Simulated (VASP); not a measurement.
Input of a VASP 6.6.1 run:

The input INCAR:

```
  ALGO = Normal
  DIPOL = 0.5 0.5 0.327
  EDIFF = 1E-6
  EDIFFG = -0.025
  ENCUT = 520
  GGA = CA
  IBRION = 2
  IDIPOL = 3
  ISIF = 2
  ISMEAR = 0
  KPAR = 4
  LASPH = True
  LCHARG = False
  LDIPOL = True
  LREAL = False
  LWAVE = False
  NELM = 60
  NSW = 36
  PREC = Accurate
  SIGMA = 0.1
```

Contents of KPOINTS:

```
k-points
0
Gamma
  6 6 1
```

File POSCAR:

```
Al12O
1.0
    5.6336864727      0.0000000000      0.0000000000
   -2.8168432363      4.8789156023      0.0000000000
    0.0000000000      0.0000000000     20.0321727095
Al O
12 1
Selective dynamics
Direct
    0.3333333333      0.1666666667      0.1996787896  F F F
    0.3333333333      0.6666666667      0.1996787896  F F F
    0.8333333333      0.1666666667      0.1996787896  F F F
    0.8333333333      0.6666666667      0.1996787896  F F F
    0.1666666667      0.3333333333      0.3128097176  F F F
    0.1666666667      0.8333333333      0.3128097176  F F F
    0.6666666667      0.3333333333      0.3128097176  F F F
    0.6666666667      0.8333333333      0.3128097176  F F F
    0.0000000000      0.0000000000      0.4259234799  F F F
    0.0000000000      0.5000000000      0.4259234799  F F F
    0.5000000000      0.0000000000      0.4259234799  F F F
    0.5000000000      0.5000000000      0.4259234799  F F F
    0.1666666667      0.0833333333      0.4972312640  F F T
```

Potentials or basis: VASP PAW LDA potentials, release 64 (Al, O).

Command:

```bash
$ cat potpaw_LDA.64/Al/POTCAR potpaw_LDA.64/O/POTCAR > POTCAR
$ mpirun -np 4 vasp_std > vasp.out
```

(1) Estimate the band gap on the k mesh.

(2) Estimate the energy gained by relaxing.

Answers

(1) zero (bands 21 and 22 overlap by 0.70 eV).

(2) 0.0 meV/atom.
